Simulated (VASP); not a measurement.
# Ge (Fd-3m) in VASP: notebook

Ge is run at these levels: revPBE+D4, r2SCAN; tasks: single point.

All numbers are computed with VASP 6.6.1; they aren't measurements. Logs are shortened: lines on timing, memory, paths and dates and some standing lists are left out, and cuts for length are marked.

**The experiment to reproduce.**

From “Electronic and optical properties of SixGe1-x-ySny alloys lattice-matched to Ge”, 2021, arxiv:2109.02782, for a bulk crystal of Ge at 293 K: band gap 0.666 eV (indirect).

The results are compared with them further down.

**1. The cell of the first run**

Symmetry: Fd-3m, No. 227, cubic system. The conventional cell has a = 5.769 Å, b = 5.769 Å, c = 5.769 Å, α = 90.00°, β = 90.00°, γ = 90.00°. Ge (site symmetry -43m) has 4 Ge at 2.50 Å within 3.3 Å.

**2. Single point, revPBE+D4**

The input, INCAR:

```
  PREC = Accurate
  ENCUT = 520
  EDIFF = 1E-6
  ISMEAR = -1
  SIGMA = 0.05
  LREAL = F
  LASPH = T
  NELM = 60
  ALGO = Normal
  ISIF = 2
  LWAVE = F
  LCHARG = F
  GGA = RE
  IVDW = 13
  NBANDS = 21
```

The input, KPOINTS:

```
regular mesh
0
Gamma
  8 8 8
```

The input, POSCAR:

```
Ge
1.0
    0.0000000000      2.8843929095      2.8843929095
    2.8843929095      0.0000000000      2.8843929095
    2.8843929095      2.8843929095      0.0000000000
Ge
2
Direct
    0.7500000000      0.7500000000      0.7500000000
    0.5000000000      0.5000000000      0.5000000000
```

Potentials or basis: VASP PAW PBE potentials, release 64 (Ge_d).

Launch:

```bash
$ cat potpaw_PBE.64/Ge_d/POTCAR > POTCAR
$ mpirun -np 1 vasp_std > vasp.out
```

OUTCAR:

```text
PREC = Accurate
   ENCUT = 520
   EDIFF = 1E-6
   ISMEAR = -1
   LREAL = F
   LASPH = T
   NELM = 60
   ISIF = 2
   GGA = RE
   IVDW = 13

 ion  position               nearest neighbor table
   1  0.750  0.750  0.750-   2 2.50   2 2.50   2 2.50   2 2.50
   2  0.500  0.500  0.500-   1 2.50   1 2.50   1 2.50   1 2.50

  LATTYP: Found a face centered cubic cell.
 ALAT       =     5.7687858190

  Lattice vectors:

 A1 = (   0.0000000000,   2.8843929095,   2.8843929095)
 A2 = (   2.8843929095,   0.0000000000,   2.8843929095)
 A3 = (   2.8843929095,   2.8843929095,   0.0000000000)

Analysis of symmetry for initial positions (statically):
=====================================================================
 Subroutine PRICEL returns:
 Original cell was already a primitive cell.

 Routine SETGRP: Setting up the symmetry group for a
 face centered cubic supercell.

 Subroutine GETGRP returns: Found 48 space group operations
 (whereof 24 operations were pure point group operations)
 out of a pool of 48 trial point group operations.

The static configuration has the point symmetry T_d .
 The point group associated with its full space group is O_h .

Analysis of symmetry for dynamics (positions and initial velocities):
=====================================================================
 Subroutine PRICEL returns:
 Original cell was already a primitive cell.

 Routine SETGRP: Setting up the symmetry group for a
 face centered cubic supercell.

 Subroutine GETGRP returns: Found 48 space group operations
 (whereof 24 operations were pure point group operations)
 out of a pool of 48 trial point group operations.

The dynamic configuration has the point symmetry T_d .
 The point group associated with its full space group is O_h .

 Subroutine INISYM returns: Found 48 space group operations
 (whereof 24 operations are pure point group operations),
 and found     1 'primitive' translations

----------------------------------------------------------------------------------------

                                     Primitive cell

  volume of cell :      47.9947

  direct lattice vectors                    reciprocal lattice vectors
     0.000000000  2.884392909  2.884392909    -0.173346703  0.173346703  0.173346703
     2.884392909  0.000000000  2.884392909     0.173346703 -0.173346703  0.173346703
     2.884392909  2.884392909  0.000000000     0.173346703  0.173346703 -0.173346703

  length of vectors
     4.079147572  4.079147572  4.079147572     0.300245296  0.300245296  0.300245296
[... 78 lines left out ...]
   LASPH  =      T    aspherical Exc in radial PAW
   ENCUT  =  520.0 eV  38.22 Ry    6.18 a.u.   7.58  7.58  7.58*2*pi/ulx,y,z
   NELM   =     60;   NELMIN=  2; NELMDL= -5     # of ELM steps
   EDIFF  = 0.1E-05   stopping-criterion for ELM
   LREAL  =      F    real-space projection
   EDIFFG = 0.1E-04   stopping-criterion for IOM
   NSW    =      0    number of steps for IOM
   IBRION =     -1    ionic relax: 0-MD 1-quasi-New 2-CG
   NFREE  =      0    steps in history (QN), initial steepest desc. (CG)
   ISIF   =      2    stress and relaxation
   ISYM   =      2    0-nonsym 1-usesym 2-fastsym
   POTIM  = 0.5000    time-step for ionic-motion
   TEBEG  =    0.0;   TEEND  =   0.0 temperature during run
   PSTRESS=    0.0 pullay stress
   NELECT =      28.0000    total number of electrons
   NUPDOWN=      -1.0000    fix difference up-down
   EMIN   =  10.00;   EMAX   =-10.00  energy-range for DOS
   EFERMI =   0.00;   METHOD = LEGACY
   ISMEAR =    -1;   SIGMA  =   0.05  broadening in eV -4-tet -1-fermi 0-gaus
   EFERMI_NEDOS =   21; number of points for ismear=-14 and -15
   IALGO  =     38    algorithm
   IMIX   =      4    mixing-type and parameters
     AMIX     =   0.40;   BMIX     =  1.00
     AMIX_MAG =   1.60;   BMIX_MAG =  1.00
  volume/ion in A,a.u.               =      24.00       161.94
  Fermi-wavevector in a.u.,A,eV,Ry     =   1.367928  2.585008 25.459572  1.871226
  Thomas-Fermi vector in A             =   2.493937
   LORBIT       =      0    0 simple, 1 ext, 2 COOP (PROOUT), +10 PAW based schemes
   GGA     = RE    functional components
   LHFCALC =     F    Hartree Fock is set to
   AEXX    =    0.0000 exact exchange contribution
   IVDW    =    13    specifies the selected vdW correction
   LEPSILON=     F    determine dielectric tensor
   LRPA    =     F    only Hartree local field effects (RPA)
 non-spin polarized calculation
  energy-cutoff  :      520.00
  volume of cell :       47.99
 maximum number of plane-waves:      1308
   NGX = 15   NGY = 15   NGZ = 15

 number of electron      27.9999976 magnetization

 Free energy of the ion-electron system (eV)
  ---------------------------------------------------
  ext. energy  EPLUGINS =         0.00000000
  ---------------------------------------------------
  free energy    TOTEN  =        -8.45639971 eV

  energy without entropy =       -8.45547582  energy(sigma->0) =       -8.45593776

 E-fermi :   4.5124     XC(G=0):  -9.5172

 val. band max:        4.2139793642   @ k =   0.1250   0.0000   0.0000
 cond. band min:       4.5231920802   @ k =   0.0000   0.0000   0.0000
 fundamental gap:      0.3092127160
 Fermi energy:         4.5124047040

 k-point     1 :       0.0000    0.0000    0.0000
  band No.  band energies     occupation
      1     -20.2369      2.00000
      2     -20.2369      2.00000
      3     -20.2369      2.00000
      4     -20.2054      2.00000
      5     -20.2054      2.00000
      6     -20.0247      2.00000
[... 565 lines left out ...]
     20      15.3774      0.00000
     21      15.7000      0.00000

 [... further k-points ...]

------------------------ aborting loop because EDIFF is reached ----------------------------------------

  DFT-D4 for vdW energy calculation

  Edisp (eV):   -1.01543

  FORCE on cell =-STRESS in cart. coord.  units (eV):
  Direction    XX          YY          ZZ          XY          YZ          ZX
  --------------------------------------------------------------------------------------
  -------------------------------------------------------------------------------------
  Total      -0.82329    -0.82329    -0.82329     0.00000     0.00000     0.00000
  in kB     -27.48352   -27.48352   -27.48352     0.00000     0.00000     0.00000
  external pressure =      -27.48 kB  Pullay stress =        0.00 kB

 VOLUME and BASIS-vectors are now :
 -----------------------------------------------------------------------------
  energy-cutoff  :      520.00
  volume of cell :       47.99
      direct lattice vectors                 reciprocal lattice vectors
     0.000000000  2.884392909  2.884392909    -0.173346703  0.173346703  0.173346703
     2.884392909  0.000000000  2.884392909     0.173346703 -0.173346703  0.173346703
     2.884392909  2.884392909  0.000000000     0.173346703  0.173346703 -0.173346703

 POSITION                                       TOTAL-FORCE (eV/Angst)
 -----------------------------------------------------------------------------------
      4.32659      4.32659      4.32659        -0.000000     -0.000000     -0.000000
      2.88439      2.88439      2.88439         0.000000      0.000000      0.000000
 -----------------------------------------------------------------------------------
    total drift:                                0.000000     -0.000000     -0.000000

  FREE ENERGIE OF THE ION-ELECTRON SYSTEM (eV)
  ---------------------------------------------------
  free  energy   TOTEN  =        -9.4718299917 eV

  energy  without entropy=       -9.4709060961  energy(sigma->0) =       -9.47136804
```

Run time: 14 s. Hardware: 1 thread of Intel Xeon 6975P-C (Granite Rapids), shared host; peak memory 0.17 GiB.

Results:

```yaml
Free_energy: -9.4718 eV
Pressure: -2.7 GPa
Band_gap_on_the_k_mesh: zero (filled and empty bands touch)
Dispersion_energy_per_atom: -0.508 eV
```

Levels at points of the mesh, in eV from the Fermi level:
| k point | band 10 | band 11 | band 12 | band 13 | band 14 | band 15 | band 16 | band 17 | band 18 | band 19 |
| --- | --- | --- | --- | --- | --- | --- | --- | --- | --- | --- |
| (0.00, 0.00, 0.00) | -24.53 | -12.31 | -0.39 | 0.01 | 0.01 | 0.01 | 2.55 | 2.55 | 2.55 | 6.45 |
| (0.50, 0.00, 0.00) | -24.50 | -10.36 | -7.30 | -1.31 | -1.31 | 0.09 | 3.74 | 3.74 | 7.22 | 10.33 |
| (0.50, 0.50, 0.00) | -24.49 | -8.64 | -8.64 | -2.86 | -2.86 | 0.89 | 0.89 | 9.08 | 9.08 | 11.14 |

Caveat: the PAW data sets were made with another functional, which shifts forces and pressure a little; pairwise dispersion overbinds metals, which lowers pressure and volume.

**3. Single point, r2SCAN, non-collinear spin, zero start, spin-orbit coupling**

This run uses another cell than the first one, of 21.28 Å³/atom, 0.887 times its volume.

The input, POSCAR:

```
Ge
1.0
    0.0000000000      2.7711609388      2.7711609388
    2.7711609388      0.0000000000      2.7711609388
    2.7711609388      2.7711609388      0.0000000000
Ge
2
Direct
    0.7500000000      0.7500000000      0.7500000000
    0.5000000000      0.5000000000      0.5000000000
```

The input, INCAR.step1:

```
SYSTEM = Ge
  PREC = Accurate
  ENCUT = 520
  ISMEAR = -1
  SIGMA = 0.05
  LREAL = .FALSE.
  LASPH = .TRUE.
  NELM = 150
  MAGMOM = 0 0 0 0 0 0
  LSORBIT = .TRUE.
  GGA_COMPAT = .FALSE.
  NBANDS = 40
  GGA = PE
  ALGO = Normal
  EDIFF = 1E-4
  LWAVE = .TRUE.
  LCHARG = .FALSE.
```

The input, INCAR.step2:

```
SYSTEM = Ge
  PREC = Accurate
  ENCUT = 520
  EDIFF = 1E-7
  ISMEAR = -1
  SIGMA = 0.05
  LREAL = .FALSE.
  LASPH = .TRUE.
  NELM = 150
  ALGO = Normal
  ISIF = 2
  LWAVE = .FALSE.
  LCHARG = .TRUE.
  MAGMOM = 0 0 0 0 0 0
  LORBIT = 11
  LSORBIT = .TRUE.
  GGA_COMPAT = .FALSE.
  LORBMOM = .TRUE.
  METAGGA = R2SCAN
  LMIXTAU = .TRUE.
  LVHAR = .TRUE.
  NBANDS = 40
  ISTART = 1
```

The input, KPOINTS:

```
Automatic mesh
0
G
  8 8 8
  0 0 0
```

Potentials or basis: VASP PAW PBE potentials, release 64 (Ge_d).

Launch:

```bash
$ cat potpaw_PBE.64/Ge_d/POTCAR > POTCAR
$ cp INCAR.step1 INCAR
$ mpirun -np 1 vasp_ncl > vasp.out
$ cp INCAR.step2 INCAR
$ mpirun -np 1 vasp_ncl > vasp.out
```

OUTCAR:

```text
SYSTEM = Ge
   PREC = Accurate
   ENCUT = 520
   EDIFF = 1E-7
   ISMEAR = -1
   LREAL = .FALSE.
   LASPH = .TRUE.
   NELM = 150
   ISIF = 2
   LORBIT = 11
   LSORBIT = .TRUE.
   METAGGA = R2SCAN
   ISTART = 1

 ion  position               nearest neighbor table
   1  0.750  0.750  0.750-   2 2.40   2 2.40   2 2.40   2 2.40
   2  0.500  0.500  0.500-   1 2.40   1 2.40   1 2.40   1 2.40

  LATTYP: Found a face centered cubic cell.
 ALAT       =     5.5423218776

  Lattice vectors:

 A1 = (   0.0000000000,   2.7711609388,   2.7711609388)
 A2 = (   2.7711609388,   0.0000000000,   2.7711609388)
 A3 = (   2.7711609388,   2.7711609388,   0.0000000000)

Analysis of symmetry for initial positions (statically):
=====================================================================
[... 1327 lines left out ...]
     0.0000000     0.0000000     0.0000000     0.0000000     0.0000000     0.0000000     0.0000000
     0.0000000     0.0000000     0.0000000     0.0000000     0.0000000     0.0000000     0.0000000
     0.0000000     0.0000000     0.0000000     0.0000000     0.0000000     0.0000000     0.0000000
     0.0000000     0.0000000     0.0000000     0.0000000     0.0000000     0.0000000     0.0000000
     0.0000000     0.0000000     0.0000000     0.0000000     0.0000000     0.0000000     0.0000000
     0.0000000     0.0000000     0.0000000     0.0000000     0.0000000     0.0000000     0.0000000

 total charge

# of ion       s       p       d       tot
------------------------------------------
    1        1.099   1.362  10.034  12.495
    2        1.099   1.362  10.034  12.495
--------------------------------------------------
tot          2.198   2.724  20.067  24.989

 magnetization (x)

# of ion       s       p       d       tot
------------------------------------------
    1       -0.000   0.000   0.000  -0.000
    2       -0.000  -0.000  -0.000  -0.000
--------------------------------------------------
tot         -0.000   0.000  -0.000  -0.000

 magnetization (y)

# of ion       s       p       d       tot
------------------------------------------
    1       -0.000   0.000   0.000   0.000
    2        0.000  -0.000  -0.000  -0.000
--------------------------------------------------
tot         -0.000   0.000  -0.000  -0.000

 magnetization (z)

# of ion       s       p       d       tot
------------------------------------------
    1       -0.000  -0.000   0.000  -0.000
    2        0.000  -0.000  -0.000  -0.000
--------------------------------------------------
tot          0.000  -0.000  -0.000  -0.000
```

OUTCAR.step1:

```text
SYSTEM = Ge
   PREC = Accurate
   ENCUT = 520
   ISMEAR = -1
   LREAL = .FALSE.
   LASPH = .TRUE.
[... 1320 lines left out ...]
     0.0000000     0.0000000     0.0000000     0.0000000     0.0000000     0.0000000     0.0000000
     0.0000000     0.0000000     0.0000000     0.0000000     0.0000000     0.0000000     0.0000000
     0.0000000     0.0000000     0.0000000     0.0000000     0.0000000     0.0000000     0.0000000
     0.0000000     0.0000000     0.0000000     0.0000000     0.0000000     0.0000000     0.0000000
     0.0000000     0.0000000     0.0000000     0.0000000     0.0000000     0.0000000     0.0000000
     0.0000000     0.0000000     0.0000000     0.0000000     0.0000000     0.0000000     0.0000000

=======================================================================

 ========================================================
```

Run time: 6.4 min. Hardware: 1 thread of Intel Xeon 6975P-C (Granite Rapids), shared host; peak memory 0.35 GiB.

Results:

```yaml
Free_energy: -27.6969 eV
Pressure: 6.0 GPa
Net_moment: 0.00 μB per cell
Valence_electrons_inside_the_program's_atomic_spheres: Ge 12.49
```

Moments on the atoms (μB; x, y, z):
```
Ge  0.00 0.00 0.00
Ge  0.00 0.00 0.00
```

Caveat: the PAW data sets were made with another functional, which shifts forces and pressure a little.

**4. Comparison with measurements**

Step 2. Measured gap of Ge: 0.666 eV (indirect; 293 K; “Electronic and optical properties of SixGe1-x-ySny alloys lattice-matched to Ge”, 2021, arxiv:2109.02782). This calculation gives 0.00 eV (-0.67 eV). 3 values of this kind are on record (0.666 to 0.807 eV); this one was drawn at random among those near their median. Spin-orbit coupling on Ge is left out. The value is that of revPBE+D4 on a finite k mesh, which can miss the band edges, without temperature or zero-point motion. Semilocal functionals fall short of measured gaps as a rule.
